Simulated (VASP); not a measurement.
TiN (rocksalt type): single point with LDA

Crystal: TiN (rocksalt type).

```xyz
2
Lattice="0.0000 1.9989 1.9989 1.9989 0.0000 1.9989 1.9989 1.9989 0.0000" Properties=species:S:1:pos:R:3 pbc="T T T"
Ti    0.0000    0.0000    0.0000
N     1.9989    1.9989    1.9989
```

This cell differs from its parent crystal: volume scaled by 0.88.

```
Program                : VASP 6.6.1
Task                   : single point
Functional             : LDA
Potentials or basis    : VASP PAW LDA potentials, release 64 (Ti_sv, N)
Cutoff                 : 520 eV
k mesh                 : 17 × 17 × 17
Occupations            : fermi-dirac, width 0.08 eV
Spin                   : no spin polarisation
Dipole correction      : no
Further INCAR settings : ALGO = Normal; EDIFF = 1e-07; NBANDS = 16
```

```json
{"Pressure": "54.9 GPa"}
```

Levels at points of the mesh, in eV from the Fermi level:
| k point | band 6 | band 7 | band 8 | band 9 | band 10 | band 11 | band 12 | band 13 |
| --- | --- | --- | --- | --- | --- | --- | --- | --- |
| (0.00, 0.00, 0.00) | -2.20 | -2.20 | -2.20 | -0.82 | -0.82 | -0.82 | 0.74 | 0.74 |

Run time: 26 s on 1 thread of Intel(R) Xeon(R) Platinum 8488C (Sapphire Rapids), on a shared host, peak memory 0.16 GiB.
